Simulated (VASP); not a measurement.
Input of a VASP 6.6.1 run:

File INCAR:

```
PREC = Accurate ; ENCUT = 600
EDIFF = 1E-6 ; ISMEAR = 0
SIGMA = 0.1 ; LREAL = False
LASPH = True ; NELM = 80
ALGO = Normal ; ISIF = 3
LWAVE = False ; LCHARG = False
GGA = PE ; IBRION = 2
NSW = 90 ; EDIFFG = -0.04
```

The input KPOINTS:

```
regular mesh
0
Gamma
  3 3 4
```

POSCAR

```
Sc3B2Sb
1.0
    5.8527582500      0.0000000000      0.0000000000
   -2.9263791200      5.0686373200      0.0000000000
    0.0000000000      0.0000000000      4.0827606600
Sc B Sb
3 2 1
Direct
    0.4671821400      0.5328178600      0.0000000000
    0.4671821400      0.9343642700      0.0000000000
    0.0656357300      0.5328178600      0.0000000000
    0.6666666700      0.3333333300      0.0000000000
    0.6666666700      0.3333333300      0.5000000000
    0.0000000000      0.0000000000      0.0000000000
```

Potentials or basis: VASP PAW PBE potentials, release 64 (Sc_sv, B, Sb).

Run with:

```sh
$ cat potpaw_PBE.64/Sc_sv/POTCAR potpaw_PBE.64/B/POTCAR potpaw_PBE.64/Sb/POTCAR > POTCAR
$ mpirun -np 1 vasp_std > vasp.out
```

Problem. Predict the space group after relaxing (to 0.1 Å).

Solution. P-6m2 (No. 187).

Problem. Predict the relaxed cell.

Solution. a = 6.763 Å, b = 6.763 Å, c = 3.188 Å, α = 90.00°, β = 90.00°, γ = 120.00°.

Problem. Predict the relaxed volume.

Solution. 21.05 Å³/atom.

Forces on the atoms (eV/Å):
```
Sc  -0.019  0.011  0.000
Sc   0.000 -0.022  0.000
Sc   0.019  0.011  0.000
B    0.000  0.000  0.000
B    0.000  0.000  0.000
Sb   0.000  0.000  0.000
```

Caveat: the k points lie up to 0.49 Å⁻¹ apart in the final cell, too coarse for converged energies and pressures of a metal; a cell axis changed by over 15 % at a fixed basis, so the end point is rough.
